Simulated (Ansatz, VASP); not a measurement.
**BiO5 in VASP and in Ansatz**

Contents of INCAR:

```
SYSTEM = BiO5
PREC = Accurate ; ENCUT = 600
EDIFF = 1E-7 ; ISMEAR = 0
SIGMA = 0.1 ; LREAL = .False.
LASPH = .True. ; NELM = 80
ALGO = Normal ; ISIF = 3
LWAVE = .False. ; LCHARG = .False.
GGA = PE ; IBRION = 2
NSW = 100 ; EDIFFG = -0.01
```

Contents of KPOINTS:

```
regular mesh
0
Gamma
  12 12 4
  0 0 0
```

The input POSCAR:

```
BiO5
1.0
    3.4350061772      0.0000000000      0.0000000000
   -1.7175030886      2.9748026116      0.0000000000
    0.0000000000      0.0000000000     10.6944145179
Bi O
1 5
Direct
    0.0000000000      0.0000000000      0.0000000000
    0.6666666667      0.3333333333      0.8822883479
    0.0000000000      0.0000000000      0.5589748594
    0.6666666667      0.3333333333      0.5000000000
    0.0000000000      0.0000000000      0.4410251406
    0.6666666667      0.3333333333      0.1177116521
```

Input for Ansatz:

```yaml
crystal:
  lattice:
    - [3.4350061772, 0.0, 0.0]
    - [-1.7175030886, 2.9748026116, 0.0]
    - [0.0, 0.0, 10.6944145179]
  atoms:
    - { symbol: Bi, position: [0.0, 0.0, 0.0] }
    - { symbol: O, position: [0.6666666667, 0.3333333333, 0.8822883479] }
    - { symbol: O, position: [0.0, 0.0, 0.5589748594] }
    - { symbol: O, position: [0.6666666667, 0.3333333333, 0.5] }
    - { symbol: O, position: [0.0, 0.0, 0.4410251406] }
    - { symbol: O, position: [0.6666666667, 0.3333333333, 0.1177116521] }
basis:
  ecutwfc: 420
kpoints:
  mp_grid: { grid: [12, 12, 4] }
hamiltonian:
  xc: pbe
scf:
  occupations: { method: gaussian, width: 0.1 }
output:
  forces: true
  stress: true
  eigenvalues: true
  write_density: true
  write_potential: true
  elf: true
  volumetric_format: npy
relax:
  adjacent_minimum: "off"
  f_tol: 0.01
  max_steps: 80
  cell: { stress_tol: 0.05 }
```

Change from the starting cell: species swapped into the Mg5Cd type (P-6m2, No. 187).

Alike in both runs: task relaxation of cell and atoms; functional PBE; k mesh 12 × 12 × 4; occupations gaussian, width 0.1 eV; no spin polarisation.

|  | VASP | Ansatz |
| --- | --- | --- |
| version | VASP 6.6.1 | Ansatz 0.2.0 |
| potentials or method | VASP PAW PBE potentials, release 64 (Bi_d, O), cutoff 600 eV | scalar-relativistic, plane waves, PAW |
| valence electrons in the cell | 45 | 45 |

Ansatz gave:

- gap on the k mesh at the Fermi level, each at its own relaxed structure (eV): none
- relaxed volume (Å³/atom): 18.39
- relaxed length of the cell vector where the two differ most in proportion (Å): 10.712

Task: Which values does VASP return?

Result: gap on the k mesh at the Fermi level, each at its own relaxed structure (eV): none; relaxed volume (Å³/atom): 17.05; relaxed length of the cell vector where the two differ most in proportion (Å): 10.011.

A gap of «none» marks a metal or a gap that the smearing closes. One of these differences is far larger than is usual between the two programs; its cause wasn't traced.

Spin-orbit coupling is off throughout.
